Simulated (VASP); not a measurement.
A run of VASP 6.6.1:

The input INCAR:

```
  PREC = Accurate
  ENCUT = 520
  EDIFF = 1E-6
  ISMEAR = 0
  SIGMA = 0.01
  LREAL = Auto
  LASPH = T
  NELM = 80
  ALGO = Normal
  ISIF = 2
  LWAVE = F
  LCHARG = F
  GGA = PE
  IBRION = 2
  NSW = 80
  EDIFFG = -0.004
```

The input KPOINTS:

```
Automatic mesh
0
Gamma
  4 4 5
```

Contents of POSCAR:

```
ScAl7N8
1.0
    6.3706846568      0.0000000000      0.0000000000
   -3.1853423284      5.5171747523      0.0000000000
    0.0000000000      0.0000000000      5.0492676790
Al Sc N
7 1 8
Direct
    0.3364810355      0.1635189645      0.5014529738
    0.1680752110      0.8340376055     -0.0012457333
    0.3364810355      0.6729620710      0.5014529738
    0.6659623945      0.3319247890     -0.0012457333
    0.8270379290      0.1635189645      0.5014529738
    0.6659623945      0.8340376055     -0.0012457333
    0.8333333333      0.6666666667      0.4979836146
    0.1666666667      0.3333333333     -0.0079584274
    0.1666666667      0.3333333333      0.4147266961
    0.3439297908      0.1560702092      0.8769183141
    0.1653546555      0.8326773278      0.3795474317
    0.3439297908      0.6878595817      0.8769183141
    0.6673226722      0.3346453445      0.3795474317
    0.8121404183      0.1560702092      0.8769183141
    0.6673226722      0.8326773278      0.3795474317
    0.8333333333      0.6666666667      0.8812291576
```

Potentials or basis: VASP PAW PBE potentials, release 64 (Al, Sc_sv, N).

Launch:

```sh
$ cat potpaw_PBE.64/Al/POTCAR potpaw_PBE.64/Sc_sv/POTCAR potpaw_PBE.64/N/POTCAR > POTCAR
$ mpirun -np 1 vasp_std > vasp.out
```

Hardware: 1 thread of Intel(R) Xeon(R) Platinum 8259CL CPU @ 2.50GHz (Skylake/Cascade Lake) (shared host).

Problem. How long does it take, and how much memory?

Solution. Run time: 8.4 min on 1 thread of Intel(R) Xeon(R) Platinum 8259CL CPU @ 2.50GHz (Skylake/Cascade Lake), with other jobs on the host, peak memory 0.34 GiB. Counts: scf iterations 35, k points 14, ion steps 7.
